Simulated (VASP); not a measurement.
Input of a VASP 6.6.1 run:

INCAR

```
ALGO = Normal ; EDIFF = 1E-6
ENCUT = 600 ; GGA = PE
GGA_COMPAT = False ; ISIF = 2
ISMEAR = 0 ; LASPH = True
LCHARG = False ; LREAL = False
LWAVE = False ; NBANDS = 29
NELM = 120 ; PREC = Accurate
SIGMA = 0.01
```

KPOINTS

```
k-points
0
Gamma
  6 6 8
```

File POSCAR:

```
FeS2
1.0
    4.4308093748      0.0000000000      0.0000000000
    0.0000000000      5.4005596217      0.0000000000
    0.0000000000      0.0000000000      3.3792368391
Fe S
2 4
Direct
    0.5000000000      0.5000000000      0.5000000000
    0.0000000000      0.0000000000      0.0000000000
    0.2990463072      0.8778422783      0.5000000000
    0.7009536928      0.1221577217      0.5000000000
    0.2009536928      0.3778422783      0.0000000000
    0.7990463072      0.6221577217      0.0000000000
```

Potentials or basis: VASP PAW PBE potentials, release 64 (Fe, S).

The run is started by

```sh
$ cat potpaw_PBE.64/Fe/POTCAR potpaw_PBE.64/S/POTCAR > POTCAR
$ mpirun -np 1 vasp_std > vasp.out
```

Q: Predict the band gap on the k mesh.

A: 0.89 eV (least direct gap 1.18 eV).

Q: What does it give for the pressure?

A: 0.9 GPa.

Q: What does it give for the largest force?

A: 0.254 eV/Å.

Forces on the atoms (eV/Å):
```
Fe   0.000  0.000  0.000
Fe   0.000  0.000  0.000
S   -0.225 -0.118  0.000
S    0.225  0.118  0.000
S    0.225 -0.118  0.000
S   -0.225  0.118  0.000
```

A k mesh can miss the band edges. Spin polarisation is off, so any magnetic state and its effect on volume and gap are missing.
